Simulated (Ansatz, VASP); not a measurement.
ZnAu: VASP beside Ansatz

File INCAR:

```
SYSTEM = ZnAu
PREC = Accurate ; ENCUT = 520
EDIFF = 1E-7 ; ISMEAR = 0
SIGMA = 0.1 ; LREAL = .False.
LASPH = .True. ; NELM = 80
ALGO = Normal ; ISIF = 2
LWAVE = .False. ; LCHARG = .False.
GGA = PE ; NBANDS = 18
```

KPOINTS

```
Automatic mesh
0
Gamma
  14 14 14
  0 0 0
```

POSCAR

```
ZnAu
1.0
    3.2182503913      0.0000000000      0.0000000000
    0.0000000000      3.2182503913      0.0000000000
    0.0000000000      0.0000000000      3.2182503913
Zn Au
1 1
Direct
    0.5000000000      0.5000000000      0.5000000000
    0.0000000000      0.0000000000      0.0000000000
```

Input for Ansatz:

```yaml
crystal:
  lattice:
    - [3.2182503913, 0.0, 0.0]
    - [0.0, 3.2182503913, 0.0]
    - [0.0, 0.0, 3.2182503913]
  atoms:
    - { symbol: Zn, position: [0.5, 0.5, 0.5] }
    - { symbol: Au, position: [0.0, 0.0, 0.0] }
basis:
  ecutwfc: 420
kpoints:
  mp_grid: { grid: [14, 14, 14] }
hamiltonian:
  xc: pbe
scf:
  occupations: { method: gaussian, width: 0.1 }
output:
  forces: true
  stress: true
  eigenvalues: true
```

Alike in both runs: task single point; functional PBE; k mesh 14 × 14 × 14; occupations gaussian, width 0.1 eV; no spin polarisation.

|  | VASP | Ansatz |
| --- | --- | --- |
| version | VASP 6.6.1 | Ansatz 0.2.0 |
| potentials or method | VASP PAW PBE potentials, release 64 (Zn, Au), cutoff 520 eV | scalar-relativistic, plane waves, PAW |
| valence electrons in the cell | 23 | 31 |

Ansatz gave:

```
gap on the k mesh at the Fermi level (eV) : none
pressure (GPa)                            : -3.2
```

**Question.** Which values does VASP return?

**Answer.** gap on the k mesh at the Fermi level (eV): none; pressure (GPa): -3.1.

A gap of «none» marks a metal or a gap that the smearing closes. VASP's potentials hold 23 valence electrons a cell and Ansatz's 31, so a difference there can come from the potentials and not from the codes.

Spin-orbit coupling is off throughout.
